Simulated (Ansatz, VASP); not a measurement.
Two plane-wave programs on HfH3Cl

```
Hf H Cl
1.0
    -2.20129    2.20129    2.60525
     2.20129   -2.20129    2.60525
     2.20129    2.20129   -2.60525
Hf H Cl
1 3 1
Direct
  0.00000 0.00000 0.00000
  0.58489 0.58489 0.00000
  0.41511 0.41511 0.00000
  0.75000 0.25000 0.50000
  0.25000 0.75000 0.50000
```

Change from the starting cell: species swapped into the LaGa3Cu type (I-4m2, No. 119).

Alike in both runs: functional PBE; k mesh 4 × 4 × 4; occupations gaussian, width 0.15 eV; no spin polarisation.

Ansatz relaxed the structure, and its values are those at the end. VASP's run is a single point on that final structure, the one shown.

|  | VASP | Ansatz |
| --- | --- | --- |
| version | VASP 6.6.1 | Ansatz 0.2.0 |
| potentials or method | VASP PAW PBE potentials, release 64 (Hf_pv, H, Cl), cutoff 500 eV | scalar-relativistic, plane waves, PAW |
| valence electrons in the cell | 20 | 36 |

VASP gave:

* gap on the k mesh at the Fermi level (eV): none
* pressure (GPa): -0.5
* rms of the force components (eV/Å): 0.023

Q: Which values does Ansatz return?

A: gap on the k mesh at the Fermi level (eV): none; pressure (GPa): 0.2; rms of the force components (eV/Å): 0.017.

A gap of «none» marks a metal or a gap that the smearing closes. The functional is the same, so the differences come from potentials, cutoffs and numerics. VASP's potentials hold 20 valence electrons a cell and Ansatz's 36, so a difference there can come from the potentials and not from the codes.

The k mesh is coarse, so the values compare programs but aren't converged. Spin-orbit coupling is off throughout.
